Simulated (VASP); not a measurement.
Crystal: Ge2Sb2Te5.

```xyz
9
Lattice="6.8391 -3.0660 0.0000 6.8391 3.0660 0.0000 -6.8310 0.0000 6.8476" Properties=species:S:1:pos:R:3 pbc="T T T"
Te    5.4948    0.0000    2.6461
Te    9.5385    0.0000    1.3429
Te    0.0699    0.0000    0.0441
Te   -2.7069    0.0000    5.5452
Te    1.3918    0.0000    4.0888
Sb    8.3181    0.0000    4.0255
Sb   -1.3207    0.0000    2.8579
Ge    2.6055    0.0000    1.2862
Ge    6.7274    0.0000    0.0756
```

Base run:

* Program: VASP 6.6.1
* Functional: PBE
* Potentials or basis: VASP PAW PBE potentials, release 64 (Te, Sb, Ge_d)
* Cutoff: 520 eV
* k mesh: 5 × 5 × 4
* Occupations: gaussian, width 0.011 eV
* Spin: no spin polarisation

Its results: band gap on the k mesh 0.25 eV, indirect (least direct gap 0.32 eV); pressure -0.1 GPa; largest force 0.188 eV/Å.

Question: The run is repeated on the same cell with these changes: functional from PBE to PBEsol; occupations from gaussian, width 0.011 eV to fermi-dirac, width 0.05 eV. What comes out?

Answer: Band gap on the k mesh 0.25 eV, indirect (least direct gap 0.32 eV); pressure -2.4 GPa; largest force 0.208 eV/Å.

Caveats: spin-orbit coupling is left out, which moves the levels of the heavy elements; the PAW data sets were made with another functional, which shifts forces and pressure a little (some runs).

A k mesh can miss the band edges.
